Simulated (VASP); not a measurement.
# SnS (Pnma) in VASP: single point with PBEsol

Aim: the single point of SnS with PBEsol.

All numbers are computed with VASP 6.6.1; they aren't measurements. Logs are shortened: lines on timing, memory, paths and dates and some standing lists are left out, and cuts for length are marked.

**Measured values to compare with.**

From “Linear dichroism of the optical properties of SnS and SnSe van der Waals crystals”, 2024, arxiv:2409.17412, for a bulk crystal of SnS at 300 K: band gap 1.09 eV (indirect).

The results are compared with them further down.

### 1 The cell of the first run

The structure is orthorhombic, space group Pnma (No. 62). The conventional cell has a = 11.092 Å, b = 3.983 Å, c = 4.238 Å, α = 90.00°, β = 90.00°, γ = 90.00°. Sn (site symmetry m) has 6 S at 2.63 to 3.32 Å and 2 Sn at 3.43 Å within 3.5 Å. S (site symmetry m) has 6 Sn at 2.63 to 3.32 Å within 3.5 Å.

### 2 Single point, PBEsol

File INCAR:

```
SYSTEM = SnS
PREC = Accurate
ENCUT = 500
EDIFF = 1E-6
ISMEAR = 0
SIGMA = 0.01
LREAL = .False.
LASPH = .True.
NELM = 120
ALGO = Normal
ISIF = 2
LWAVE = .False.
LCHARG = .False.
GGA = PS
NBANDS = 50
GGA_COMPAT = .False.
```

File KPOINTS:

```
Automatic mesh
0
Gamma
  4 8 8
  0 0 0
```

File POSCAR:

```
SnS
1.0
   11.0916110534      0.0000000000      0.0000000000
    0.0000000000      3.9834511463      0.0000000000
    0.0000000000      0.0000000000      4.2379062337
Sn S
4 4
Direct
    0.1184203672      0.2500000000      0.1112192309
    0.3815796328      0.7500000000      0.6112192309
    0.6184203672      0.2500000000      0.3887807691
    0.8815796328      0.7500000000      0.8887807691
    0.8533510262      0.2500000000      0.4748940888
    0.6466489738      0.7500000000      0.9748940888
    0.3533510262      0.2500000000      0.0251059112
    0.1466489738      0.7500000000      0.5251059112
```

Potentials or basis: VASP PAW PBE potentials, release 64 (Sn_d, S).

Command:

```
$ cat potpaw_PBE.64/Sn_d/POTCAR potpaw_PBE.64/S/POTCAR > POTCAR
$ mpirun -np 1 vasp_std > vasp.out
```

OUTCAR:

```text
SYSTEM = SnS
   PREC = Accurate
   ENCUT = 500
   EDIFF = 1E-6
   ISMEAR = 0
   LREAL = .False.
   LASPH = .True.
   NELM = 120
   ISIF = 2
   GGA = PS

 ion  position               nearest neighbor table
   1  0.118  0.250  0.111-   7 2.63   8 2.67   8 2.67   8 3.20   8 3.20   4 3.43   4 3.43
   2  0.382  0.750  0.611-   8 2.63   7 2.67   7 2.67   7 3.20   7 3.20   3 3.43   3 3.43
   3  0.618  0.250  0.389-   5 2.63   6 2.67   6 2.67   6 3.20   6 3.20   2 3.43   2 3.43
   4  0.882  0.750  0.889-   6 2.63   5 2.67   5 2.67   5 3.20   5 3.20   1 3.43   1 3.43
   5  0.853  0.250  0.475-   3 2.63   4 2.67   4 2.67   4 3.20   4 3.20
   6  0.647  0.750  0.975-   4 2.63   3 2.67   3 2.67   3 3.20   3 3.20
   7  0.353  0.250  0.025-   1 2.63   2 2.67   2 2.67   2 3.20   2 3.20
   8  0.147  0.750  0.525-   2 2.63   1 2.67   1 2.67   1 3.20   1 3.20

  LATTYP: Found a simple orthorhombic cell.
 ALAT       =     3.9834511463
 B/A-ratio  =     1.0638780490
 C/A-ratio  =     2.7844225136

  Lattice vectors:

 A1 = (   0.0000000000,   3.9834511463,   0.0000000000)
 A2 = (   0.0000000000,   0.0000000000,   4.2379062337)
 A3 = (  11.0916110534,   0.0000000000,   0.0000000000)

Analysis of symmetry for initial positions (statically):
=====================================================================
 Subroutine PRICEL returns:
 Original cell was already a primitive cell.

 Routine SETGRP: Setting up the symmetry group for a
 simple orthorhombic supercell.

 Subroutine GETGRP returns: Found  8 space group operations
 (whereof  2 operations were pure point group operations)
 out of a pool of  8 trial point group operations.

The static configuration has the point symmetry S_2 .
 The point group associated with its full space group is D_2h.

Analysis of symmetry for dynamics (positions and initial velocities):
=====================================================================
 Subroutine PRICEL returns:
 Original cell was already a primitive cell.

 Routine SETGRP: Setting up the symmetry group for a
 simple orthorhombic supercell.

 Subroutine GETGRP returns: Found  8 space group operations
 (whereof  2 operations were pure point group operations)
 out of a pool of  8 trial point group operations.

The dynamic configuration has the point symmetry S_2 .
 The point group associated with its full space group is D_2h.

 Subroutine INISYM returns: Found  8 space group operations
 (whereof  2 operations are pure point group operations),
 and found     1 'primitive' translations

----------------------------------------------------------------------------------------

                                     Primitive cell

  volume of cell :     187.2429

  direct lattice vectors                    reciprocal lattice vectors
    11.091611053  0.000000000  0.000000000     0.090158228  0.000000000  0.000000000
     0.000000000  3.983451146  0.000000000     0.000000000  0.251038600  0.000000000
     0.000000000  0.000000000  4.237906234     0.000000000  0.000000000  0.235965579

  length of vectors
    11.091611053  3.983451146  4.237906234     0.090158228  0.251038600  0.235965579

  position of ions in fractional coordinates (direct lattice)
     0.118420367  0.250000000  0.111219231
     0.381579633  0.750000000  0.611219231
     0.618420367  0.250000000  0.388780769
     0.881579633  0.750000000  0.888780769
     0.853351026  0.250000000  0.474894089
     0.646648974  0.750000000  0.974894089
     0.353351026  0.250000000  0.025105911
     0.146648974  0.750000000  0.525105911

  ion indices of the primitive-cell ions
   primitive index   ion index
                 1           1
                 2           2
                 3           3
                 4           4
                 5           5
                 6           6
                 7           7
                 8           8

----------------------------------------------------------------------------------------

 KPOINTS: Automatic mesh

Automatic generation of k-mesh.
 Grid dimensions read from file:
 generate k-points for:    4    8    8

 Generating k-lattice:

  Cartesian coordinates                     Fractional coordinates (reciprocal lattice)
     0.022539557  0.000000000  0.000000000     0.250000000  0.000000000  0.000000000
     0.000000000  0.031379825  0.000000000     0.000000000  0.125000000  0.000000000
     0.000000000  0.000000000  0.029495697     0.000000000  0.000000000  0.125000000

  Length of vectors
     0.022539557  0.031379825  0.029495697

  Shift w.r.t. Gamma in fractional coordinates (k-lattice)
     0.000000000  0.000000000  0.000000000

 Subroutine IBZKPT returns following result:
 ===========================================

 Found     75 irreducible k-points:

 Following reciprocal coordinates:
            Coordinates               Weight
  0.000000  0.000000  0.000000      1.000000
  0.250000  0.000000  0.000000      2.000000
  0.500000  0.000000  0.000000      1.000000
  0.000000  0.125000  0.000000      2.000000
  0.250000  0.125000  0.000000      4.000000
  0.500000  0.125000  0.000000      2.000000
[... 16 lines left out ...]
  0.250000  0.250000  0.125000      8.000000
  0.500000  0.250000  0.125000      4.000000
 [... further k-points ...]
   k-points           NKPTS =     75   k-points in BZ     NKDIM =     75   number of bands    NBANDS=     50
   number of dos      NEDOS =    301   number of ions     NIONS =      8
   total plane-waves  NPLWV =  80640
   dimension x,y,z NGX =    84 NGY =   30 NGZ =   32
   dimension x,y,z NGXF=   168 NGYF=   60 NGZF=   64
   ions per type =               4   4
   NGX,Y,Z   is equivalent  to a cutoff of  12.59, 12.52, 12.55 a.u.
   NGXF,Y,Z  is equivalent  to a cutoff of  25.18, 25.04, 25.11 a.u.
 SYSTEM =  SnS
   PREC   = accura    normal or accurate (medium, high low for compatibility)
   ISTART =      0    job   : 0-new  1-cont  2-samecut
   ICHARG =      2    charge: 1-file 2-atom 10-const
   ISPIN  =      1    spin polarized calculation?
   LNONCOLLINEAR =      F non collinear calculations
   LSORBIT =      F    spin-orbit coupling
   LASPH  =      T    aspherical Exc in radial PAW
   ENCUT  =  500.0 eV  36.75 Ry    6.06 a.u.  20.22  7.26  7.73*2*pi/ulx,y,z
   NELM   =    120;   NELMIN=  2; NELMDL= -5     # of ELM steps
   EDIFF  = 0.1E-05   stopping-criterion for ELM
   LREAL  =      F    real-space projection
   EDIFFG = 0.1E-04   stopping-criterion for IOM
   NSW    =      0    number of steps for IOM
   IBRION =     -1    ionic relax: 0-MD 1-quasi-New 2-CG
   NFREE  =      0    steps in history (QN), initial steepest desc. (CG)
   ISIF   =      2    stress and relaxation
   ISYM   =      2    0-nonsym 1-usesym 2-fastsym
   POTIM  = 0.5000    time-step for ionic-motion
   TEBEG  =    0.0;   TEEND  =   0.0 temperature during run
   PSTRESS=    0.0 pullay stress
   NELECT =      80.0000    total number of electrons
   NUPDOWN=      -1.0000    fix difference up-down
   EMIN   =  10.00;   EMAX   =-10.00  energy-range for DOS
   EFERMI =   0.00;   METHOD = LEGACY
   ISMEAR =     0;   SIGMA  =   0.01  broadening in eV -4-tet -1-fermi 0-gaus
   EFERMI_NEDOS =   21; number of points for ismear=-14 and -15
   IALGO  =     38    algorithm
   IMIX   =      4    mixing-type and parameters
     AMIX     =   0.40;   BMIX     =  1.00
     AMIX_MAG =   1.60;   BMIX_MAG =  1.00
  volume/ion in A,a.u.               =      23.41       157.95
  Fermi-wavevector in a.u.,A,eV,Ry     =   1.233019  2.330068 20.685416  1.520335
  Thomas-Fermi vector in A             =   2.367766
   LORBIT       =      0    0 simple, 1 ext, 2 COOP (PROOUT), +10 PAW based schemes
   GGA     = PS    functional components
   LHFCALC =     F    Hartree Fock is set to
   AEXX    =    0.0000 exact exchange contribution
   IVDW    =     0    specifies the selected vdW correction
   LEPSILON=     F    determine dielectric tensor
   LRPA    =     F    only Hartree local field effects (RPA)
 non-spin polarized calculation
 Gauss-broadening in eV      SIGMA  =   0.01
  energy-cutoff  :      500.00
  volume of cell :      187.24
 maximum number of plane-waves:      4789
 NGX is ok and might be reduce to    84
   NGX = 41   NGY = 15   NGZ = 15

 number of electron      80.0000025 magnetization

 Free energy of the ion-electron system (eV)
  ---------------------------------------------------
  ext. energy  EPLUGINS =         0.00000000
  ---------------------------------------------------
  free energy    TOTEN  =       -38.38608306 eV

  energy without entropy =      -38.38608306  energy(sigma->0) =      -38.38608306

 E-fermi :   6.5801     XC(G=0): -10.2059

 val. band max:        6.4941169080   @ k =   0.5000   0.0000   0.5000
 cond. band min:       7.2385090977   @ k =   0.0000   0.0000   0.0000
 fundamental gap:      0.7443921897
 Fermi energy:         6.5800619647

 k-point     1 :       0.0000    0.0000    0.0000
  band No.  band energies     occupation
      1     -14.7286      2.00000
      2     -14.7057      2.00000
      3     -14.7040      2.00000
      4     -14.6960      2.00000
      5     -14.6912      2.00000
      6     -14.6865      2.00000
[... 42 lines left out ...]
     49      11.5719      0.00000
     50      11.6892      0.00000

 k-point     2 :       0.2500    0.0000    0.0000
  band No.  band energies     occupation
      1     -14.7262      2.00000
      2     -14.7111      2.00000
      3     -14.7024      2.00000
      4     -14.6972      2.00000
      5     -14.6910      2.00000
      6     -14.6877      2.00000
[... 42 lines left out ...]
     49      11.6687      0.00000
     50      11.7455      0.00000

 k-point     3 :       0.5000    0.0000    0.0000
  band No.  band energies     occupation
      1     -14.7196      2.00000
      2     -14.7196      2.00000
      3     -14.6998      2.00000
      4     -14.6998      2.00000
      5     -14.6899      2.00000
      6     -14.6899      2.00000
[... 1102 lines left out ...]
     49      10.8429      0.00000
     50      11.3062      0.00000

 k-point    24 :       0.5000    0.2500    0.1250
  band No.  band energies     occupation
      1     -14.7080      2.00000
      2     -14.7080      2.00000
      3     -14.6991      2.00000
      4     -14.6991      2.00000
      5     -14.6911      2.00000
      6     -14.6911      2.00000
[... 42 lines left out ...]
     49      10.8661      0.00000
     50      10.8661      0.00000

 [... further k-points ...]
[... 5 lines left out ...]
  --------------------------------------------------------------------------------------
  -------------------------------------------------------------------------------------
  Total       -0.0250776     -0.0172126      0.0120179      0.0000000      0.0000000      0.0000000
  in kB       -0.2145809     -0.1472823      0.1028336      0.0000000      0.0000000      0.0000000
  external PRESSURE =      -0.0863432 kB  Pullay stress =       0.0000000 kB

 VOLUME and BASIS-vectors are now :
 -----------------------------------------------------------------------------
  energy-cutoff  :      500.00
  volume of cell :      187.24
      direct lattice vectors                 reciprocal lattice vectors
    11.091611053  0.000000000  0.000000000     0.090158228  0.000000000  0.000000000
     0.000000000  3.983451146  0.000000000     0.000000000  0.251038600  0.000000000
     0.000000000  0.000000000  4.237906234     0.000000000  0.000000000  0.235965579

 POSITION                                       TOTAL-FORCE (eV/Angst)
 -----------------------------------------------------------------------------------
      1.31347      0.99586      0.47134        -0.005458      0.000000     -0.008870
      4.23233      2.98759      2.59029         0.005458      0.000000     -0.008870
      6.85928      0.99586      1.64762        -0.005458     -0.000000      0.008870
      9.77814      2.98759      3.76657         0.005458     -0.000000      0.008870
      9.46504      0.99586      2.01256         0.001867     -0.000000     -0.006669
      7.17238      2.98759      4.13151        -0.001867     -0.000000     -0.006669
      3.91923      0.99586      0.10640         0.001867     -0.000000      0.006669
      1.62657      2.98759      2.22535        -0.001867      0.000000      0.006669
 -----------------------------------------------------------------------------------
    total drift:                                0.000000     -0.000000     -0.000000

  FREE ENERGIE OF THE ION-ELECTRON SYSTEM (eV)
  ---------------------------------------------------
  free  energy   TOTEN  =       -38.3860830558 eV

  energy  without entropy=      -38.3860830558  energy(sigma->0) =      -38.38608306
```

Run time: 11 min. Hardware: 1 thread of Intel Xeon Platinum 8259CL at 2.50GHz (Skylake/Cascade Lake), shared host; peak memory 0.58 GiB.

Results:

```yaml
Free_energy: -38.3861 eV
Pressure: 0.0 GPa
Largest_force: 0.010 eV/Å
Band_gap_on_the_k_mesh: 0.74 eV (least direct gap 1.12 eV)
```

Forces in eV/Å, atoms in the order of the input:
```
Sn  -0.005  0.000 -0.009
Sn   0.005  0.000 -0.009
Sn  -0.005  0.000  0.009
Sn   0.005  0.000  0.009
S    0.002  0.000 -0.007
S   -0.002  0.000 -0.007
S    0.002  0.000  0.007
S   -0.002  0.000  0.007
```

Caveat: semilocal functionals underestimate gaps, and a narrow one can read as zero; the PAW data sets were made with another functional, which shifts forces and pressure a little; spin-orbit coupling is left out, which moves the levels of the heavy elements.

### 3 How close it comes

Step 2. Measured gap of SnS: 1.09 eV (indirect; 300 K; “Linear dichroism of the optical properties of SnS and SnSe van der Waals crystals”, 2024, arxiv:2409.17412). This calculation gives 0.74 eV (-0.35 eV). 2 values of this kind are on record (1.09 to 1.16 eV); this one was drawn at random. Spin-orbit coupling on Sn is left out. The value is that of PBEsol on a finite k mesh, which can miss the band edges, without temperature or zero-point motion. Semilocal functionals fall short of measured gaps as a rule.
